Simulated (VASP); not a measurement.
# PbO (P4/nmm) in VASP: further runs, part 2 of 2

VASP 6.6.1.

### Step 3. Single point, PBE (strain +0.025 along x and y, -0.050 along z)

INCAR

```
SYSTEM = PbO
PREC = Accurate
ENCUT = 520
EDIFF = 1E-6
ISMEAR = 0
SIGMA = 0.05
LREAL = .FALSE.
LASPH = .TRUE.
NELM = 60
ALGO = Normal
ISIF = 2
LWAVE = .FALSE.
LCHARG = .FALSE.
GGA = PE
NBANDS = 28
```

KPOINTS

```
regular mesh
0
G
  8 8 6
  0 0 0
```

POSCAR

```
PbO
1.0
    4.0737600000      0.0000000000      0.0000000000
    0.0000000000      4.0737600000      0.0000000000
    0.0000000000      0.0000000000      4.7709000000
Pb O
2 2
Direct
    0.0000000000      0.5000000000      0.2351000000
    0.5000000000      0.0000000000      0.7649000000
    0.0000000000      0.0000000000      0.0000000000
    0.5000000000      0.5000000000      0.0000000000
```

Potentials or basis: VASP PAW PBE potentials, release 64 (Pb_d, O).

The run is started by

```console
$ cat potpaw_PBE.64/Pb_d/POTCAR potpaw_PBE.64/O/POTCAR > POTCAR
$ mpirun -np 1 vasp_std > vasp.out
```

Run time: 62 s. Hardware: 1 thread of Intel Xeon Platinum 8488C (Sapphire Rapids), shared host; peak memory 0.25 GiB.

It converged, with:

- Free energy: -21.3963 eV
- Pressure: 4.2 GPa
- Largest force: 0.701 eV/Å
- Band gap on the k mesh: 1.42 eV, indirect (least direct gap 2.05 eV)

Forces on the atoms (eV/Å):
```
Pb   0.000  0.000  0.701
Pb   0.000  0.000 -0.701
O    0.000  0.000  0.000
O    0.000  0.000  0.000
```

Stress tensor (GPa, compression positive):
```
3.65 0.00 0.00
0.00 3.65 0.00
0.00 0.00 5.30
```

Levels at points of the mesh, in eV from the valence-band top:
```tsv
k point	band 16	band 17	band 18	band 19	band 20	band 21	band 22	band 23	band 24	band 25
(0.00, 0.00, 0.00)	-4.22	-1.71	-1.71	-1.51	-0.09	2.48	5.72	5.72	5.76	7.04
(0.50, 0.00, 0.00)	-2.99	-2.88	-2.88	-1.32	-1.32	3.67	3.67	6.66	6.66	6.73
(0.50, 0.50, 0.00)	-3.08	-1.27	-1.27	-1.04	-1.04	1.42	1.42	5.71	5.71	8.50
(0.00, 0.00, 0.50)	-4.01	-1.73	-1.73	-1.58	-0.43	1.69	3.93	4.06	4.06	8.94
(0.50, 0.00, 0.50)	-3.53	-2.93	-2.93	-0.70	-0.70	3.32	3.32	6.29	6.29	7.46
(0.50, 0.50, 0.50)	-3.62	-2.04	-2.04	-1.04	-1.04	3.84	3.84	5.15	5.15	5.66
```

Caveat: the cell differs from its parent crystal (strain +0.025 along x and y, -0.050 along z); spin-orbit coupling is left out, which moves the levels of the heavy elements.

### Step 4. Single point, PBE (strain +0.000 along x and y, +0.025 along z)

INCAR

```
ALGO = Normal ; EDIFF = 1E-6
ENCUT = 520 ; GGA = PE
ISIF = 2 ; ISMEAR = 0
LASPH = T ; LCHARG = F
LREAL = F ; LWAVE = F
NBANDS = 28 ; NELM = 60
PREC = Accurate ; SIGMA = 0.05
```

KPOINTS

```
k-points
0
Gamma
  8 8 6
```

POSCAR

```
PbO
1.0
    3.9744000000      0.0000000000      0.0000000000
    0.0000000000      3.9744000000      0.0000000000
    0.0000000000      0.0000000000      5.1475500000
Pb O
2 2
Direct
    0.0000000000      0.5000000000      0.2351000000
    0.5000000000      0.0000000000      0.7649000000
    0.0000000000      0.0000000000      0.0000000000
    0.5000000000      0.5000000000      0.0000000000
```

The run is started by

```console
$ cat potpaw_PBE.64/Pb_d/POTCAR potpaw_PBE.64/O/POTCAR > POTCAR
$ mpirun -np 1 vasp_std > vasp.out
```

Run time: 66 s. Hardware: 1 thread of Intel Xeon Platinum 8488C (Sapphire Rapids), shared host; peak memory 0.24 GiB.

It converged, with:

* Free energy: -21.4505 eV
* Pressure: 3.0 GPa
* Largest force: 0.056 eV/Å
* Band gap on the k mesh: 1.22 eV, indirect (least direct gap 2.19 eV)

Forces on the atoms (eV/Å):
```
Pb   0.000  0.000  0.056
Pb   0.000  0.000 -0.056
O    0.000  0.000  0.000
O    0.000  0.000  0.000
```

Stress tensor (GPa, compression positive):
```
3.54 0.00 0.00
0.00 3.54 0.00
0.00 0.00 1.82
```

Levels at points of the mesh, in eV from the valence-band top:
| k point | band 16 | band 17 | band 18 | band 19 | band 20 | band 21 | band 22 | band 23 | band 24 | band 25 |
| --- | --- | --- | --- | --- | --- | --- | --- | --- | --- | --- |
| (0.00, 0.00, 0.00) | -4.17 | -1.68 | -1.57 | -1.57 | 0.00 | 2.29 | 5.34 | 5.63 | 5.63 | 6.44 |
| (0.50, 0.00, 0.00) | -3.18 | -2.91 | -2.91 | -1.67 | -1.67 | 3.27 | 3.27 | 6.45 | 6.45 | 6.65 |
| (0.50, 0.50, 0.00) | -3.41 | -1.73 | -1.73 | -0.96 | -0.96 | 1.22 | 1.22 | 5.17 | 5.17 | 7.55 |
| (0.00, 0.00, 0.50) | -4.03 | -1.72 | -1.59 | -1.59 | -1.04 | 2.05 | 4.05 | 4.05 | 4.35 | 8.50 |
| (0.50, 0.00, 0.50) | -3.59 | -2.89 | -2.89 | -1.04 | -1.04 | 2.96 | 2.96 | 6.32 | 6.32 | 7.21 |
| (0.50, 0.50, 0.50) | -3.81 | -2.23 | -2.23 | -0.97 | -0.97 | 3.39 | 3.39 | 4.53 | 4.53 | 5.72 |

Caveat: the cell differs from its parent crystal (strain +0.000 along x and y, +0.025 along z); spin-orbit coupling is left out, which moves the levels of the heavy elements.

### Step 5. Single point, PBE (strain +0.025 along x and y, -0.025 along z)

INCAR

```
SYSTEM = PbO
ALGO = Normal
EDIFF = 1E-6
ENCUT = 520
GGA = PE
ISIF = 2
ISMEAR = 0
LASPH = .True.
LCHARG = .False.
LREAL = .False.
LWAVE = .False.
NBANDS = 28
NELM = 100
PREC = Accurate
SIGMA = 0.05
```

KPOINTS

```
k-points
0
Gamma
  8 8 6
  0 0 0
```

POSCAR

```
PbO
1.0
    4.0737600000      0.0000000000      0.0000000000
    0.0000000000      4.0737600000      0.0000000000
    0.0000000000      0.0000000000      4.8964500000
Pb O
2 2
Direct
    0.0000000000      0.5000000000      0.2351000000
    0.5000000000      0.0000000000      0.7649000000
    0.0000000000      0.0000000000      0.0000000000
    0.5000000000      0.5000000000      0.0000000000
```

The run is started by

```console
$ cat potpaw_PBE.64/Pb_d/POTCAR potpaw_PBE.64/O/POTCAR > POTCAR
$ mpirun -np 1 vasp_std > vasp.out
```

Run time: 67 s. Hardware: 1 thread of Intel Xeon Platinum 8488C (Sapphire Rapids), shared host; peak memory 0.25 GiB.

It converged, with:

```yaml
Free_energy: -21.4530 eV
Pressure: 2.3 GPa
Largest_force: 0.314 eV/Å
Band_gap_on_the_k_mesh: 1.40 eV, indirect (least direct gap 2.17 eV)
```

Forces in eV/Å, atoms in the order of the input:
```
Pb   0.000  0.000  0.314
Pb   0.000  0.000 -0.314
O    0.000  0.000  0.000
O    0.000  0.000  0.000
```

Stress tensor (GPa, compression positive):
```
1.85 0.00 0.00
0.00 1.85 0.00
0.00 0.00 3.13
```

Levels at points of the mesh, in eV from the valence-band top:
```csv
k point,band 16,band 17,band 18,band 19,band 20,band 21,band 22,band 23,band 24,band 25
"(0.00, 0.00, 0.00)",-4.07,-1.59,-1.59,-1.48,-0.05,2.39,5.60,5.65,5.65,6.81
"(0.50, 0.00, 0.00)",-2.86,-2.85,-2.85,-1.35,-1.35,3.54,3.54,6.52,6.52,6.64
"(0.50, 0.50, 0.00)",-3.05,-1.37,-1.37,-0.95,-0.95,1.40,1.40,5.53,5.53,8.16
"(0.00, 0.00, 0.50)",-3.89,-1.61,-1.61,-1.54,-0.53,1.78,4.02,4.05,4.05,8.71
"(0.50, 0.00, 0.50)",-3.43,-2.81,-2.81,-0.75,-0.75,3.23,3.23,6.24,6.24,7.32
"(0.50, 0.50, 0.50)",-3.53,-2.04,-2.04,-0.95,-0.95,3.72,3.72,4.94,4.94,5.64
```

Caveat: the cell differs from its parent crystal (strain +0.025 along x and y, -0.025 along z); spin-orbit coupling is left out, which moves the levels of the heavy elements. A k mesh can miss the band edges.

### Step 6. Single point, PBE (strain +0.050 along x and y, -0.050 along z)

INCAR

```
SYSTEM = PbO
PREC = Accurate ; ENCUT = 520
EDIFF = 1E-6 ; ISMEAR = 0
SIGMA = 0.05 ; LREAL = .FALSE.
LASPH = .TRUE. ; NELM = 60
ALGO = Normal ; ISIF = 2
LWAVE = .FALSE. ; LCHARG = .FALSE.
GGA = PE ; NBANDS = 28
```

KPOINTS

```
regular mesh
0
G
  8 8 6
  0 0 0
```

POSCAR

```
PbO
1.0
    4.1731200000      0.0000000000      0.0000000000
    0.0000000000      4.1731200000      0.0000000000
    0.0000000000      0.0000000000      4.7709000000
Pb O
2 2
Direct
    0.0000000000      0.5000000000      0.2351000000
    0.5000000000      0.0000000000      0.7649000000
    0.0000000000      0.0000000000      0.0000000000
    0.5000000000      0.5000000000      0.0000000000
```

Potentials or basis: VASP PAW PBE potentials, release 64 (Pb_d, O).

The run is started by

```console
$ cat potpaw_PBE.64/Pb_d/POTCAR potpaw_PBE.64/O/POTCAR > POTCAR
$ mpirun -np 1 vasp_std > vasp.out
```

It took 66 s on 1 thread of AMD EPYC 9R45 (Zen 5), shared host; peak memory 0.22 GiB.

The run converged. Its results:

| Item | Value |
| --- | --- |
| Free energy | -21.4292 eV |
| Pressure | 0.0 GPa |
| Largest force | 0.135 eV/Å |
| Band gap on the k mesh | 1.52 eV, indirect (least direct gap 1.83 eV) |

Forces in eV/Å, atoms in the order of the input:
```
Pb   0.000  0.000  0.135
Pb   0.000  0.000 -0.135
O    0.000  0.000  0.000
O    0.000  0.000  0.000
```

Stress tensor (GPa, compression positive):
```
-1.05  0.00  0.00
 0.00 -1.05  0.00
 0.00  0.00  2.04
```

Levels at points of the mesh, in eV from the valence-band top:
| k point | band 16 | band 17 | band 18 | band 19 | band 20 | band 21 | band 22 | band 23 | band 24 | band 25 |
| --- | --- | --- | --- | --- | --- | --- | --- | --- | --- | --- |
| (0.00, 0.00, 0.00) | -3.82 | -1.46 | -1.46 | -1.23 | -0.11 | 2.46 | 5.61 | 5.61 | 5.74 | 7.00 |
| (0.50, 0.00, 0.00) | -2.66 | -2.48 | -2.48 | -1.06 | -1.06 | 3.65 | 3.65 | 6.49 | 6.49 | 6.55 |
| (0.50, 0.50, 0.00) | -2.63 | -1.08 | -1.08 | -0.81 | -0.81 | 1.52 | 1.52 | 5.73 | 5.73 | 8.36 |
| (0.00, 0.00, 0.50) | -3.62 | -1.48 | -1.48 | -1.31 | -0.17 | 1.66 | 3.77 | 4.06 | 4.06 | 8.65 |
| (0.50, 0.00, 0.50) | -3.16 | -2.60 | -2.60 | -0.52 | -0.52 | 3.31 | 3.31 | 6.13 | 6.13 | 7.24 |
| (0.50, 0.50, 0.50) | -3.18 | -1.86 | -1.86 | -0.81 | -0.81 | 3.95 | 3.95 | 5.07 | 5.07 | 5.48 |

Caveat: the cell differs from its parent crystal (strain +0.050 along x and y, -0.050 along z); spin-orbit coupling is left out, which moves the levels of the heavy elements.

### Step 7. Overview

```tsv
cell	gap on the mesh (eV)	pressure (GPa)	largest force (eV/Å)
a = 3.875, b = 3.875, c = 5.273 Å, 4 atoms	1.07	5.8	0.18
a = 4.074, b = 4.074, c = 4.771 Å, 4 atoms	1.42	4.2	0.70
a = 3.974, b = 3.974, c = 5.148 Å, 4 atoms	1.22	3.0	0.06
a = 4.074, b = 4.074, c = 4.896 Å, 4 atoms	1.40	2.3	0.31
a = 4.173, b = 4.173, c = 4.771 Å, 4 atoms	1.52	0.0	0.13
```

Alike in all rows: task single point; level PBE; potentials or basis VASP PAW PBE potentials, release 64 (Pb_d, O); no spin polarisation; k mesh 8 × 8 × 6; cutoff (eV) 520; smearing gaussian 0.05 eV.

Caveats: spin-orbit coupling is left out, which moves the levels of the heavy elements.

Total energies depend on the potentials used, so only differences within one code and one set of settings carry meaning.
